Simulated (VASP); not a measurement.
A run of VASP 6.6.1:

Contents of INCAR:

```
PREC = Accurate
ENCUT = 520
EDIFF = 1E-6
ISMEAR = 0
SIGMA = 0.1
LREAL = F
LASPH = T
NELM = 150
ALGO = Normal
ISIF = 2
LWAVE = F
LCHARG = T
ISPIN = 2
MAGMOM = 0 0 0 1
LORBIT = 11
LMAXMIX = 4
GGA = PE
LELF = T
LVHAR = T
NBANDS = 22
```

The input KPOINTS:

```
regular mesh
0
Gamma
  6 6 2
```

Contents of POSCAR:

```
Mg2MoH
1.0
    2.9764025687      0.0000000000      0.0000000000
   -1.4882012844      2.5776402364      0.0000000000
    0.0000000000      0.0000000000      7.5192006340
Mg H Mo
2 1 1
Direct
    0.3333333333      0.6666666667      0.8001881355
    0.6666666667      0.3333333333      0.1998118645
    0.0000000000      0.0000000000      0.0000000000
    0.0000000000      0.0000000000      0.5000000000
```

Potentials or basis: VASP PAW PBE potentials, release 64 (Mg, H, Mo_sv).

Run with:

```console
$ cat potpaw_PBE.64/Mg/POTCAR potpaw_PBE.64/H/POTCAR potpaw_PBE.64/Mo_sv/POTCAR > POTCAR
$ mpirun -np 1 vasp_std > vasp.out
```

Hardware: 1 thread of Intel Xeon 8259CL (shared host).

Task: How long does it take, and how much memory?

Result: Run time: 67 s on 1 thread of Intel Xeon 8259CL, on a shared host, peak memory 0.21 GiB. Counts: scf iterations 16, k points 14.
